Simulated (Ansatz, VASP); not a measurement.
## One calculation of ZnO, two programs

Contents of INCAR:

```
SYSTEM = ZnO
ALGO = Normal ; EDIFF = 1E-6
ENCUT = 520 ; GGA = PE
ISIF = 2 ; ISMEAR = 0
LASPH = .TRUE. ; LCHARG = .FALSE.
LREAL = .FALSE. ; LWAVE = .FALSE.
NBANDS = 46 ; NELM = 80
PREC = Accurate ; SIGMA = 0.05
```

The input KPOINTS:

```
k-points
0
G
  6 6 8
  0 0 0
```

Contents of POSCAR:

```
ZnO
1.0
    5.5175700700      0.0000000000      0.0000000000
    0.0000000000      5.5175700700      0.0000000000
    0.0000000000      0.0000000000      3.2587787700
Zn O
4 4
Direct
    0.1819728400      0.1819728400      0.5000000000
    0.8180271600      0.8180271600      0.5000000000
    0.6819728400      0.3180271600      0.0000000000
    0.3180271600      0.6819728400      0.0000000000
    0.8172472300      0.1827527700      0.5000000000
    0.1827527700      0.8172472300      0.5000000000
    0.6827527700      0.6827527700      0.0000000000
    0.3172472300      0.3172472300      0.0000000000
```

Input for Ansatz:

```yaml
crystal:
  lattice:
    - [5.51757007, 0.0, 0.0]
    - [0.0, 5.51757007, 0.0]
    - [0.0, 0.0, 3.25877877]
  atoms:
    - { symbol: Zn, position: [0.18197284, 0.18197284, 0.5] }
    - { symbol: Zn, position: [0.81802716, 0.81802716, 0.5] }
    - { symbol: Zn, position: [0.68197284, 0.31802716, 0.0] }
    - { symbol: Zn, position: [0.31802716, 0.68197284, 0.0] }
    - { symbol: O, position: [0.81724723, 0.18275277, 0.5] }
    - { symbol: O, position: [0.18275277, 0.81724723, 0.5] }
    - { symbol: O, position: [0.68275277, 0.68275277, 0.0] }
    - { symbol: O, position: [0.31724723, 0.31724723, 0.0] }
basis:
  ecutwfc: 500
  fft_grid_basis: typed
kpoints:
  mp_grid: { grid: [6, 6, 8] }
hamiltonian:
  xc: pbe
  pseudopotentials: { kind: paw }
scf:
  occupations: { method: gaussian, width: 0.05 }
output:
  forces: true
  stress: true
  eigenvalues: true
  bader: true
  write_density: true
  volumetric_format: npy
  elf: true
```

Alike in both runs: task single point; functional PBE; k mesh 6 × 6 × 8; occupations gaussian, width 0.05 eV; no spin polarisation.

|  | VASP | Ansatz |
| --- | --- | --- |
| version | VASP 6.6.1 | Ansatz 0.2.0 |
| potentials or method | VASP PAW PBE potentials, release 64 (Zn, O), cutoff 520 eV | scalar-relativistic, plane waves, PAW |
| valence electrons in the cell | 72 | 72 |

Ansatz gave:

- gap on the k mesh at the Fermi level (eV): 0.82
- pressure (GPa): 5.0
- traceless stress, the component that is largest in VASP (GPa): 0.10
- rms of the force components (eV/Å): 0.014

Q: What did VASP give for the same quantities?

A: gap on the k mesh at the Fermi level (eV): 0.80; pressure (GPa): 6.0; traceless stress, the component that is largest in VASP (GPa): 0.27; rms of the force components (eV/Å): 0.014.

Atom by atom the forces differ by 0.001 eV/Å (rms over components).
